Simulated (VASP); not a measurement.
Set up this calculation in VASP 6.6.1, as the native input.

```yaml
Task: single point
Functional: r2SCAN
Potentials_or_basis: VASP PAW PBE potentials, release 64 (C)
Cutoff: 520 eV
k_mesh: 15 × 15 × 1
Occupations: gaussian, width 0.1 eV
Spin: no spin polarisation
Dipole_correction: no
Further_INCAR_settings: LREAL = Auto; ALGO = Normal; EDIFF = 1e-07; NBANDS = 46
```

C, a slab with vacuum:

```
C
1.0
     2.45585    0.00000    0.00000
    -1.22792    2.12683    0.00000
     0.00000    0.00000   42.14244
C
16
Direct
  0.66667 0.33333 0.09492
  0.33333 0.66667 0.09492
  0.66667 0.33333 0.17866
  0.00000 0.00000 0.17866
  0.33333 0.66667 0.26215
  0.66667 0.33333 0.26215
  0.66667 0.33333 0.45825
  0.33333 0.66667 0.45825
  0.33333 0.66667 0.54175
  0.00000 0.00000 0.54175
  0.66667 0.33333 0.62549
  0.33333 0.66667 0.62549
  0.00000 0.00000 0.70898
  0.33333 0.66667 0.70898
  0.33333 0.66667 0.90508
  0.00000 0.00000 0.90508
```

These files were run (other wordings do the same):

POSCAR

```
C
1.0
    2.4558472513      0.0000000000      0.0000000000
   -1.2279236257      2.1268261075      0.0000000000
    0.0000000000      0.0000000000     42.1424379057
C
16
Direct
    0.6666666667      0.3333333333      0.0949161985
    0.3333333333      0.6666666667      0.0949180074
    0.6666666667      0.3333333333      0.1786588226
    0.0000000000      0.0000000000      0.1786570136
    0.3333333333      0.6666666667      0.2621548673
    0.6666666667      0.3333333333      0.2621507140
    0.6666666667      0.3333333333      0.4582499010
    0.3333333333      0.6666666667      0.4582540543
    0.3333333333      0.6666666667      0.5417459457
    0.0000000000      0.0000000000      0.5417477546
    0.6666666667      0.3333333333      0.6254867609
    0.3333333333      0.6666666667      0.6254885698
    0.0000000000      0.0000000000      0.7089846145
    0.3333333333      0.6666666667      0.7089804612
    0.3333333333      0.6666666667      0.9050796482
    0.0000000000      0.0000000000      0.9050838015
```

INCAR.step1

```
PREC = Accurate ; ENCUT = 520
ISMEAR = 0 ; SIGMA = 0.1
LREAL = Auto ; LASPH = T
NELM = 60 ; NBANDS = 46
GGA = PE ; ALGO = Normal
EDIFF = 1E-4 ; LWAVE = T
LCHARG = F
```

INCAR.step2

```
PREC = Accurate ; ENCUT = 520
EDIFF = 1E-7 ; ISMEAR = 0
SIGMA = 0.1 ; LREAL = Auto
LASPH = T ; NELM = 60
ALGO = Normal ; ISIF = 2
LWAVE = F ; LCHARG = F
METAGGA = R2SCAN ; LMIXTAU = T
NBANDS = 46 ; ISTART = 1
```

KPOINTS

```
regular mesh
0
Gamma
  15 15 1
```

Potentials or basis: VASP PAW PBE potentials, release 64 (C).

The run is started by

```bash
$ cat potpaw_PBE.64/C/POTCAR > POTCAR
$ cp INCAR.step1 INCAR
$ mpirun -np 1 vasp_std > vasp.out
$ cp INCAR.step2 INCAR
$ mpirun -np 1 vasp_std > vasp.out
```

Results of the run:

| Item | Value |
| --- | --- |
| Largest force | 0.008 eV/Å |
| Band gap on the k mesh | zero (filled and empty bands touch) |

Caveat: there is no dipole correction, which matters where the two faces differ; the PAW data sets were made with another functional, which shifts forces and pressure a little.

Run time: 34 min on 1 thread of AMD EPYC 9R45 96-Core Processor (Zen 5) (shared host), peak memory 0.4 GiB.
